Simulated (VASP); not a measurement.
Runs of VASP 6.6.1 on CuAu. The structure is that of space group P4/mmm (No. 123), or close to it. The cells are those of the table. 

| cell | further INCAR settings | gap on the mesh (eV) | pressure (GPa) |
| --- | --- | --- | --- |
| a = 2.730, b = 2.730, c = 3.486 Å, 2 atoms | ALGO = Fast; EDIFF = 1e-07; NBANDS = 18 | none | 14.0 |
| a = 2.660, b = 2.660, c = 3.853 Å, 2 atoms | ALGO = Fast; EDIFF = 1e-06; NBANDS = 18 | none | 4.7 |
| a = 2.660, b = 2.660, c = 3.670 Å, 2 atoms | ALGO = Fast; EDIFF = 1e-07; NBANDS = 18 | none | 14.9 |
| a = 2.800, b = 2.800, c = 3.486 Å, 2 atoms | ALGO = Fast; EDIFF = 1e-07; NBANDS = 18 | none | (a) |
| a = 2.660, b = 2.660, c = 3.578 Å, 2 atoms | ALGO = Fast; EDIFF = 1e-06; NBANDS = 18 | none | 22.1 |
| a = 2.660, b = 2.660, c = 3.486 Å, 2 atoms | ALGO = Fast; EDIFF = 1e-07; NBANDS = 18 | none | (b) |
| a = 2.660, b = 2.660, c = 3.762 Å, 2 atoms | ALGO = Fast; EDIFF = 1e-07; NBANDS = 18 | none | 9.3 |

Alike in all rows: task single point; level LDA; potentials or basis VASP PAW LDA potentials, release 64 (Cu, Au); no spin polarisation; k mesh 18 × 18 × 14; cutoff (eV) 520; smearing gaussian 0.15 eV.

Task: Fill in the values left out.

Result: (a) 2.1; (b) 29.5.

Caveats: spin-orbit coupling is left out, which moves the levels of the heavy elements.

A k mesh can miss the band edges, and the runs leave out spin-orbit coupling on Au.

A gap of «none» marks levels without a gap at the run's occupations.
